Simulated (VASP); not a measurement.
AlIn2N3: single point with PBE

Crystal: AlIn2N3.

```
CELL_PARAMETERS angstrom
5.10301 -2.93600 0.00000
5.10301 2.93600 0.00000
0.00000 0.00000 5.44901
ATOMIC_POSITIONS crystal
Al 0.34087 0.65913 0.98919
Al 0.65913 0.34087 0.48919
In 0.98784 0.33578 0.98703
In 0.66422 0.01216 0.98703
In 0.01216 0.66422 0.48703
In 0.33578 0.98784 0.48703
N 0.96956 0.33265 0.38568
N 0.66735 0.03044 0.38568
N 0.03044 0.66735 0.88568
N 0.33265 0.96956 0.88568
N 0.36863 0.63137 0.33739
N 0.63137 0.36863 0.83739
```

```json
{"Program": "VASP 6.6.1", "Task": "single point", "Functional": "PBE", "Potentials or basis": "VASP PAW PBE potentials, release 64 (Al, In_d, N)", "Cutoff": "520 eV", "k mesh": "6 × 6 × 6", "Occupations": "gaussian, width 0.02 eV", "Spin": "no spin polarisation"}
```

```yaml
Pressure: 4.1 GPa
Largest_force: 0.037 eV/Å
Band_gap_on_the_k_mesh: 0.99 eV
```

Forces on the atoms (eV/Å):
```
Al   0.000  0.000  0.003
Al   0.000  0.000  0.003
In   0.000 -0.001 -0.004
In   0.000 -0.001 -0.004
In   0.000  0.001 -0.004
In   0.000  0.001 -0.004
N   -0.027  0.017  0.015
N    0.027  0.017  0.015
N    0.027 -0.017  0.015
N   -0.027 -0.017  0.015
N    0.000 -0.028 -0.024
N    0.000  0.028 -0.024
```

Levels at points of the mesh, in eV from the valence-band top:
```
           k point  band 41  band 42  band 43  band 44  band 45  band 46  band 47  band 48
(0.00, 0.00, 0.00)    -0.61    -0.05    -0.01     0.00     0.99     3.57     5.02     5.36
(0.50, 0.00, 0.00)    -0.76    -0.65    -0.63    -0.42     3.65     3.71     4.78     4.94
(0.50, 0.50, 0.00)    -0.78    -0.74    -0.50    -0.38     3.64     3.74     4.36     5.36
(0.00, 0.00, 0.50)    -0.33    -0.33    -0.24    -0.24     3.27     3.27     6.03     6.03
(0.50, 0.00, 0.50)    -0.98    -0.98    -0.90    -0.90     4.02     4.02     4.55     4.55
(0.50, 0.50, 0.50)    -1.02    -1.02    -0.73    -0.73     4.08     4.08     4.59     4.59
```

It took 8.6 min on 1 thread of AMD EPYC 7R13 Processor (Zen 3) (shared host), peak memory 0.51 GiB.

Caveat: the cell stands under pressure; spin-orbit coupling is left out, which moves the levels of the heavy elements.
